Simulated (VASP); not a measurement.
Set up this calculation in VASP 6.6.1, as the native input.

| Item | Value |
| --- | --- |
| Task | single point |
| Functional | LDA |
| Potentials or basis | VASP PAW LDA potentials, release 64 (Sn_d, Te) |
| Cutoff | 500 eV |
| k mesh | 6 × 6 × 6 |
| Occupations | gaussian, width 0.01 eV |
| Spin | no spin polarisation |
| Dipole correction | no |
| Further INCAR settings | ALGO = Normal; EDIFF = 1e-06; NBANDS = 17 |

The structure of SnTe lies in POSCAR:

```
SnTe
1.0
    0.0000000000      3.6111460000      3.6111460000
    3.6111460000      0.0000000000      3.6111460000
    3.6111460000      3.6111460000      0.0000000000
Sn Te
1 1
Direct
    0.0000000000      0.0000000000      0.0000000000
    0.2500000000      0.2500000000      0.2500000000
```

The input as run:

INCAR

```
SYSTEM = SnTe
PREC = Accurate ; ENCUT = 500
EDIFF = 1E-6 ; ISMEAR = 0
SIGMA = 0.01 ; LREAL = .FALSE.
LASPH = .TRUE. ; NELM = 120
ALGO = Normal ; ISIF = 2
LWAVE = .FALSE. ; LCHARG = .FALSE.
NBANDS = 17 ; GGA_COMPAT = .FALSE.
```

KPOINTS

```
regular mesh
0
G
  6 6 6
  0 0 0
```

Potentials or basis: VASP PAW LDA potentials, release 64 (Sn_d, Te).

The run is started by

```console
$ cat potpaw_LDA.64/Sn_d/POTCAR potpaw_LDA.64/Te/POTCAR > POTCAR
$ mpirun -np 1 vasp_std > vasp.out
```

It gave:

- Pressure: -2.1 GPa
- Band gap on the k mesh: 0.19 eV (least direct gap 0.72 eV)

Caveat: spin-orbit coupling is left out, which moves the levels of the heavy elements.

Wall time 13 s on 1 thread of Intel(R) Xeon(R) 6975P-C (Granite Rapids), with other jobs on the host, peak memory 0.19 GiB.
